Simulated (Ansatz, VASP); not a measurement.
**Sr: VASP beside Ansatz**

```
CELL_PARAMETERS angstrom
4.43930 0.00000 0.00000
-2.21965 3.84455 0.00000
0.00000 0.00000 7.26150
ATOMIC_POSITIONS crystal
Sr 0.33333 0.66667 0.25000
Sr 0.66667 0.33333 0.75000
```

Change from the starting cell: strain +0.030 along x and y, +0.030 along z, atoms carried along.

Alike in both runs: task single point; functional PBEsol; k mesh 15 × 15 × 8; occupations gaussian, width 0.15 eV; no spin polarisation.

|  | VASP | Ansatz |
| --- | --- | --- |
| version | VASP 6.6.1 | Ansatz 0.2.0 |
| potentials or method | VASP PAW PBE potentials, release 64 (Sr_sv), cutoff 520 eV | scalar-relativistic, plane waves, PAW |
| valence electrons in the cell | 20 | 20 |

|  | VASP | Ansatz | Ansatz less VASP |
| --- | --- | --- | --- |
| gap on the k mesh at the Fermi level (eV) | none | none | - |
| pressure (GPa) | -1.6 | -1.6 | -0.01 |

VASP's potentials were made for PBE, not for PBEsol. A gap of «none» marks a metal or a gap that the smearing closes.
